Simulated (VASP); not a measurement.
A run of VASP 6.6.1 is set up as follows.

The input INCAR:

```
  PREC = Accurate
  ENCUT = 520
  EDIFF = 1E-6
  ISMEAR = -1
  SIGMA = 0.05
  LREAL = Auto
  LASPH = T
  NELM = 100
  ALGO = Normal
  ISIF = 2
  LWAVE = F
  LCHARG = F
  GGA = PS
  NBANDS = 86
```

Contents of KPOINTS:

```
regular mesh
0
Gamma
  1 1 2
```

The input POSCAR:

```
In3Ga5As5P3
1.0
   11.4856880000      0.0000000000      0.0000000000
    0.0000000000      5.7428440000      0.0000000000
    0.0000000000      0.0000000000      5.7428440000
In Ga As P
3 5 5 3
Direct
    0.0022380000      0.0097930000      0.9711440000
    0.2447350000      0.5293410000      0.9773680000
    0.2453410000      0.9545600000      0.4952550000
    0.4976820000      0.9984570000      0.0038740000
    0.7549140000      0.5029090000      0.9806700000
    0.7479810000      0.0206050000      0.4908070000
    0.9938530000      0.4955700000      0.4978190000
    0.4997560000      0.4702260000      0.4977260000
    0.1225870000      0.2715120000      0.2597550000
    0.6180910000      0.2586420000      0.2538260000
    0.8642730000      0.7625970000      0.2617670000
    0.8844730000      0.2845450000      0.7544960000
    0.1097230000      0.7511400000      0.7469820000
    0.3853620000      0.7429880000      0.2828620000
    0.3796820000      0.2251700000      0.7370450000
    0.6211040000      0.7085630000      0.7498210000
```

Potentials or basis: VASP PAW PBE potentials, release 64 (In_d, Ga_d, As, P).

Run with:

```console
$ cat potpaw_PBE.64/In_d/POTCAR potpaw_PBE.64/Ga_d/POTCAR potpaw_PBE.64/As/POTCAR potpaw_PBE.64/P/POTCAR > POTCAR
$ mpirun -np 1 vasp_std > vasp.out
```

(1) Estimate the largest force.

(2) Predict the pressure.

(3) What does it give for the band gap on the k mesh?

## Answers

(1) 3.292 eV/Å.

(2) 2.4 GPa.

(3) 0.17 eV.

Caveat: the k points lie up to 1.09 Å⁻¹ apart, too coarse for converged energies, forces and pressures; semilocal functionals underestimate gaps, and a narrow one can read as zero; the PAW data sets were made with another functional, which shifts forces and pressure a little; spin-orbit coupling is left out, which moves the levels of the heavy elements.
